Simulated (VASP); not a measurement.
A run of VASP 6.6.1 is set up as follows.

File INCAR:

```
SYSTEM = Ru5C
  PREC = Accurate
  ENCUT = 520
  EDIFF = 1E-7
  ISMEAR = 0
  SIGMA = 0.1
  LREAL = .False.
  LASPH = .True.
  NELM = 80
  ALGO = Normal
  ISIF = 2
  LWAVE = .False.
  LCHARG = .False.
  LDIPOL = .True.
  IDIPOL = 3
  DIPOL = 0.5 0.5 0.382
  NBANDS = 46
```

The input KPOINTS:

```
Automatic mesh
0
Gamma
  12 12 1
  0 0 0
```

The input POSCAR:

```
Ru5C
1.0
    2.6740588505      0.0000000000      0.0000000000
   -1.3370294252      2.3158028957      0.0000000000
    0.0000000000      0.0000000000     23.8999247755
Ru C
5 1
Direct
    0.6666666667      0.3333333333      0.1673645435
    0.3333333333      0.6666666667      0.2557907839
    0.6666666667      0.3333333333      0.3443582822
    0.3333333333      0.6666666667      0.4334512798
    0.6666666667      0.3333333333      0.5188269374
    0.6666666667      0.8333333333      0.5734925273
```

Potentials or basis: VASP PAW LDA potentials, release 64 (Ru_pv, C).

Launch:

```console
$ cat potpaw_LDA.64/Ru_pv/POTCAR potpaw_LDA.64/C/POTCAR > POTCAR
$ mpirun -np 1 vasp_std > vasp.out
```

Problem. What does it give for the band gap on the k mesh?

Solution. Zero (bands 37 and 38 overlap by 2.56 eV).

Problem. Estimate the largest force.

Solution. 2.542 eV/Å.

Forces on the atoms (eV/Å):
```
Ru   0.008  0.004  0.730
Ru  -0.016 -0.009 -0.459
Ru  -0.007 -0.004 -0.253
Ru  -0.432 -0.250 -2.493
Ru   0.738  0.426  2.321
C   -0.290 -0.167  0.153
```
